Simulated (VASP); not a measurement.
# Pt (Fm-3m) in VASP: further runs, part 2 of 2

VASP 6.6.1. Earlier steps stand in the parts before.

## 3. Single point, LDA (volume scaled by 0.64)

Contents of INCAR:

```
SYSTEM = Pt
PREC = Accurate ; ENCUT = 520
EDIFF = 1E-7 ; ISMEAR = -1
SIGMA = 0.05 ; LREAL = .False.
LASPH = .True. ; NELM = 80
ALGO = Normal ; ISIF = 2
LWAVE = .False. ; LCHARG = .False.
GGA = CA ; NBANDS = 11
```

Contents of KPOINTS:

```
regular mesh
0
Gamma
  17 17 17
  0 0 0
```

Contents of POSCAR:

```
Pt
1.0
    0.0000000000      1.6778059707      1.6778059707
    1.6778059707      0.0000000000      1.6778059707
    1.6778059707      1.6778059707      0.0000000000
Pt
1
Direct
    0.0000000000      0.0000000000      0.0000000000
```

Potentials or basis: VASP PAW LDA potentials, release 64 (Pt).

Command:

```
cat potpaw_LDA.64/Pt/POTCAR > POTCAR
mpirun -np 1 vasp_std > vasp.out
```

OUTCAR:

```text
SYSTEM = Pt
   PREC = Accurate
   ENCUT = 520
   EDIFF = 1E-7
   ISMEAR = -1
   LREAL = .False.
   LASPH = .True.
   NELM = 80
   ISIF = 2
   GGA = CA

 ion  position               nearest neighbor table
   1  0.000  0.000  0.000-

  LATTYP: Found a face centered cubic cell.
 ALAT       =     3.3556119414

  Lattice vectors:

 A1 = (   0.0000000000,   1.6778059707,   1.6778059707)
 A2 = (   1.6778059707,   0.0000000000,   1.6778059707)
 A3 = (   1.6778059707,   1.6778059707,   0.0000000000)

Analysis of symmetry for initial positions (statically):
=====================================================================
 Subroutine PRICEL returns:
 Original cell was already a primitive cell.

 Routine SETGRP: Setting up the symmetry group for a
 face centered cubic supercell.

 Subroutine GETGRP returns: Found 48 space group operations
 (whereof 48 operations were pure point group operations)
 out of a pool of 48 trial point group operations.

The static configuration has the point symmetry O_h .

Analysis of symmetry for dynamics (positions and initial velocities):
=====================================================================
 Subroutine PRICEL returns:
 Original cell was already a primitive cell.

 Routine SETGRP: Setting up the symmetry group for a
 face centered cubic supercell.

 Subroutine GETGRP returns: Found 48 space group operations
 (whereof 48 operations were pure point group operations)
 out of a pool of 48 trial point group operations.

The dynamic configuration has the point symmetry O_h .

 Subroutine INISYM returns: Found 48 space group operations
 (whereof 48 operations are pure point group operations),
 and found     1 'primitive' translations

----------------------------------------------------------------------------------------

                                     Primitive cell

  volume of cell :       9.4462

[... 106 lines left out ...]
     AMIX_MAG =   1.60;   BMIX_MAG =  1.00
  volume/ion in A,a.u.               =       9.45        63.75
  Fermi-wavevector in a.u.,A,eV,Ry     =   1.668488  3.152985 37.876610  2.783852
  Thomas-Fermi vector in A             =   2.754327
   LORBIT       =      0    0 simple, 1 ext, 2 COOP (PROOUT), +10 PAW based schemes
   GGA     = CA    functional components
   LHFCALC =     F    Hartree Fock is set to
   AEXX    =    0.0000 exact exchange contribution
   IVDW    =     0    specifies the selected vdW correction
   LEPSILON=     F    determine dielectric tensor
   LRPA    =     F    only Hartree local field effects (RPA)
 non-spin polarized calculation
  energy-cutoff  :      520.00
  volume of cell :        9.45
 maximum number of plane-waves:       268
 NGX is ok and might be reduce to    18
   NGX =  9   NGY =  9   NGZ =  9

 number of electron      10.0000000 magnetization

 Free energy of the ion-electron system (eV)
  ---------------------------------------------------
  ext. energy  EPLUGINS =         0.00000000
  ---------------------------------------------------
  free energy    TOTEN  =        -2.83971127 eV

  energy without entropy =       -2.83300780  energy(sigma->0) =       -2.83635954

 E-fermi :  22.9857     XC(G=0): -16.5279

 val. band max:       22.9412895277   @ k =  -0.4706   0.1765   0.0588
 cond. band min:      22.9893854326   @ k =  -0.3529   0.0588   0.0000
 fundamental gap:      0.0480959049
 Fermi energy:        22.9857337561

 k-point     1 :       0.0000    0.0000    0.0000
  band No.  band energies     occupation
      1       6.4473      2.00000
      2      14.9624      2.00000
      3      14.9624      2.00000
      4      14.9624      2.00000
      5      19.5575      2.00000
      6      19.5575      2.00000
      7      34.4141      0.00000
      8      42.3602      0.00000
      9      42.3602      0.00000
     10      42.3602      0.00000
     11      49.7555      0.00000
[... 309 lines left out ...]
 k-point    24 :      -0.1176    0.0588    0.0000
  band No.  band energies     occupation
      1       7.8303      2.00000
      2      14.1656      2.00000
      3      15.5297      2.00000
      4      15.6293      2.00000
      5      18.6959      2.00000
      6      19.6318      2.00000
      7      36.9039      0.00000
      8      39.4585      0.00000
      9      43.8743      0.00000
     10      45.5142      0.00000
     11      53.1579      0.00000

 [... further k-points ...]
[... 5 lines left out ...]
  --------------------------------------------------------------------------------------
  -------------------------------------------------------------------------------------
  Total       25.7739944     25.7739944     25.7739944      0.0000000      0.0000000      0.0000000
  in kB     4371.5667109   4371.5667109   4371.5667109      0.0000000      0.0000000      0.0000000
  external PRESSURE =    4371.5667109 kB  Pullay stress =       0.0000000 kB

 VOLUME and BASIS-vectors are now :
 -----------------------------------------------------------------------------
  energy-cutoff  :      520.00
  volume of cell :        9.45
      direct lattice vectors                 reciprocal lattice vectors
     0.000000000  1.677805971  1.677805971    -0.298008237  0.298008237  0.298008237
     1.677805971  0.000000000  1.677805971     0.298008237 -0.298008237  0.298008237
     1.677805971  1.677805971  0.000000000     0.298008237  0.298008237 -0.298008237

 POSITION                                       TOTAL-FORCE (eV/Angst)
 -----------------------------------------------------------------------------------
      0.00000      0.00000      0.00000         0.000000     -0.000000      0.000000
 -----------------------------------------------------------------------------------
    total drift:                                0.000000     -0.000000     -0.000000

  FREE ENERGIE OF THE ION-ELECTRON SYSTEM (eV)
  ---------------------------------------------------
  free  energy   TOTEN  =        -2.8397112737 eV

  energy  without entropy=       -2.8330078017  energy(sigma->0) =       -2.83635954
```

stdout:

```text
POSCAR found type information on POSCAR Pt
 POSCAR found :  1 types and       1 ions
 scaLAPACK will be used
 LDA part: xc-table for (Slater(with rela. corr.)+CA(PZ))
 , standard interpolation
 POSCAR, INCAR and KPOINTS ok, starting setup
 FFT: planning ... GRIDC
 FFT: planning ... GRID_SOFT
 FFT: planning ... GRID
 WAVECAR not read
 entering main loop
```

It took 8.1 s on 1 thread of Intel Xeon 6975P-C, shared host; peak memory 0.13 GiB.

Results:

```yaml
Free_energy: -2.8397 eV
Pressure: 437.2 GPa
Band_gap_on_the_k_mesh: zero (band 5 reaches 24.15 eV, above the bottom of band 6 at 19.19 eV)
```

Levels at points of the mesh, in eV from the Fermi level:
| k point | band 1 | band 2 | band 3 | band 4 | band 5 | band 6 | band 7 | band 8 | band 9 | band 10 |
| --- | --- | --- | --- | --- | --- | --- | --- | --- | --- | --- |
| (0.00, 0.00, 0.00) | -16.54 | -8.02 | -8.02 | -8.02 | -3.43 | -3.43 | 11.43 | 19.37 | 19.37 | 19.37 |

Caveat: spin-orbit coupling is left out, which moves the levels of the heavy elements.

## 4. Single point, LDA (volume scaled by 0.72)

Contents of INCAR:

```
SYSTEM = Pt
  PREC = Accurate
  ENCUT = 520
  EDIFF = 1E-6
  ISMEAR = -1
  SIGMA = 0.05
  LREAL = .FALSE.
  LASPH = .TRUE.
  NELM = 80
  ALGO = Normal
  ISIF = 2
  LWAVE = .FALSE.
  LCHARG = .FALSE.
  NBANDS = 11
```

Contents of KPOINTS:

```
Automatic mesh
0
G
  17 17 17
  0 0 0
```

Contents of POSCAR:

```
Pt
1.0
    0.0000000000      1.7449885289      1.7449885289
    1.7449885289      0.0000000000      1.7449885289
    1.7449885289      1.7449885289      0.0000000000
Pt
1
Direct
    0.0000000000      0.0000000000      0.0000000000
```

Command:

```
cat potpaw_LDA.64/Pt/POTCAR > POTCAR
mpirun -np 1 vasp_std > vasp.out
```

Run time: 9.6 s. Hardware: 1 thread of Intel Xeon 6975P-C, shared host; peak memory 0.13 GiB.

Results (log left out):

```
Free energy            : -5.2730 eV
Pressure               : 240.6 GPa
Band gap on the k mesh : zero (band 5 reaches 20.38 eV, above the bottom of band 6 at 16.33 eV)
```

Levels at points of the mesh, in eV from the Fermi level:
| k point | band 1 | band 2 | band 3 | band 4 | band 5 | band 6 | band 7 | band 8 | band 9 | band 10 |
| --- | --- | --- | --- | --- | --- | --- | --- | --- | --- | --- |
| (0.00, 0.00, 0.00) | -14.79 | -6.69 | -6.69 | -6.69 | -2.85 | -2.85 | 12.62 | 19.71 | 19.71 | 19.71 |

Caveat: spin-orbit coupling is left out, which moves the levels of the heavy elements.
